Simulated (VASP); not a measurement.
Here is a VASP 6.6.1 calculation.

The input INCAR:

```
PREC = Accurate
ENCUT = 500
EDIFF = 1E-6
ISMEAR = 0
SIGMA = 0.1
LREAL = False
LASPH = True
NELM = 120
ALGO = Normal
ISIF = 2
LWAVE = False
LCHARG = False
GGA = PE
NBANDS = 13
GGA_COMPAT = False
```

The input KPOINTS:

```
Automatic mesh
0
Gamma
  8 8 8
```

Contents of POSCAR:

```
Ru
1.0
    0.0000000000      1.9305733966      1.9305733966
    1.9305733966      0.0000000000      1.9305733966
    1.9305733966      1.9305733966      0.0000000000
Ru
1
Direct
    0.0000000000      0.0000000000      0.0000000000
```

Potentials or basis: VASP PAW PBE potentials, release 64 (Ru_pv).

Run with:

```bash
$ cat potpaw_PBE.64/Ru_pv/POTCAR > POTCAR
$ mpirun -np 1 vasp_std > vasp.out
```

(1) What does it give for the band gap on the k mesh?

(2) What does it give for the pressure?

## Answers

(1) zero (band 7 reaches 13.79 eV, above the bottom of band 8 at 10.94 eV).

(2) -11.8 GPa.
